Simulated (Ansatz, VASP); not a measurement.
**TiB2 in VASP and in Ansatz**

Contents of INCAR:

```
SYSTEM = TiB2
PREC     = Accurate       ! precision mode
ENCUT    = 600            ! plane-wave cutoff, eV
EDIFF    = 1E-6           ! SCF threshold, eV
ISMEAR   = 0              ! smearing method
SIGMA    = 0.1            ! smearing width, eV
LREAL    = .FALSE.        ! projectors in reciprocal space
LASPH    = .TRUE.         ! aspherical terms in the spheres
NELM     = 60             ! most SCF steps
ALGO     = Normal         ! electronic algorithm
ISIF     = 3              ! what is computed and relaxed
LWAVE    = .FALSE.        ! write WAVECAR
LCHARG   = .FALSE.        ! write CHGCAR
GGA      = PS             ! functional
IBRION   = 2              ! ionic algorithm
NSW      = 70             ! ionic steps
EDIFFG   = -0.005         ! ionic threshold
```

The input KPOINTS:

```
Automatic mesh
0
G
  18 18 14
  0 0 0
```

POSCAR

```
TiB2
1.0
    3.0318049187      0.0000000000      0.0000000000
   -1.5159024594      2.6256200789      0.0000000000
    0.0000000000      0.0000000000      3.2242298103
Ti B
1 2
Direct
    0.0000000000      0.0000000000      0.0000000000
    0.3333333333      0.6666666667      0.5000000000
    0.6666666667      0.3333333333      0.5000000000
```

Input for Ansatz:

```yaml
crystal:
  lattice:
    - [3.0318049187, 0.0, 0.0]
    - [-1.5159024594, 2.6256200789, 0.0]
    - [0.0, 0.0, 3.2242298103]
  atoms:
    - { symbol: Ti, position: [0.0, 0.0, 0.0] }
    - { symbol: B, position: [0.3333333333, 0.6666666667, 0.5] }
    - { symbol: B, position: [0.6666666667, 0.3333333333, 0.5] }
basis:
  ecutwfc: 420
kpoints:
  mp_grid: { grid: [18, 18, 14] }
hamiltonian:
  xc: pbesol
scf:
  occupations: { method: gaussian, width: 0.1 }
output:
  forces: true
  stress: true
  eigenvalues: true
relax:
  adjacent_minimum: "off"
  f_tol: 0.005
  max_steps: 50
  cell: { stress_tol: 0.05 }
```

Alike in both runs: task relaxation of cell and atoms; functional PBEsol; k mesh 18 × 18 × 14; occupations gaussian, width 0.1 eV; no spin polarisation.

|  | VASP | Ansatz |
| --- | --- | --- |
| version | VASP 6.6.1 | Ansatz 0.2.0 |
| potentials or method | VASP PAW PBE potentials, release 64 (Ti_sv, B), cutoff 600 eV | scalar-relativistic, plane waves, PAW |
| valence electrons in the cell | 18 | 18 |

VASP gave:

* gap on the k mesh at the Fermi level, each at its own relaxed structure (eV): none
* relaxed volume (Å³/atom): 8.38
* relaxed length of the cell vector where the two differ most in proportion (Å): 3.018

Estimate Ansatz's values.

gap on the k mesh at the Fermi level, each at its own relaxed structure (eV): none; relaxed volume (Å³/atom): 8.37; relaxed length of the cell vector where the two differ most in proportion (Å): 3.017.

VASP's potentials were made for PBE, not for PBEsol. A gap of «none» marks a metal or a gap that the smearing closes.
